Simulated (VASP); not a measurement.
Runs of VASP 6.6.1 on Hf. The structure is that of space group Im-3m (No. 229), or close to it. The cells are those of the table. This isn't the form of Hf at room conditions, which is hcp.

```csv
cell,gap on the mesh (eV),pressure (GPa)
"a = 3.126 Å, angles 109.5°, 1 atom",none,(b)
"a = 2.992 Å, angles 109.5°, 1 atom",none,(a)
"a = 2.929 Å, angles 109.5°, 1 atom",none,11.5
"a = 3.082 Å, angles 109.5°, 1 atom",none,-6.0
"a = 2.961 Å, angles 109.5°, 1 atom",none,7.1
"a = 3.121 Å, angles 109.5°, 1 atom",none,-9.1
```

Alike in all rows: task single point; level PBEsol; potentials or basis VASP PAW PBE potentials, release 64 (Hf_pv); no spin polarisation; k mesh 16 × 16 × 16; cutoff (eV) 520; smearing gaussian 0.1 eV.

Fill in the values left out.

(a) 3.2; (b) -9.5.

Caveats: the PAW data sets were made with another functional, which shifts forces and pressure a little; spin-orbit coupling is left out, which moves the levels of the heavy elements; the cell stands under tension (at least some runs); the cell stands under pressure (at least some runs).

A k mesh can miss the band edges, and the runs leave out spin-orbit coupling on Hf.

A gap of «none» marks levels without a gap at the run's occupations.
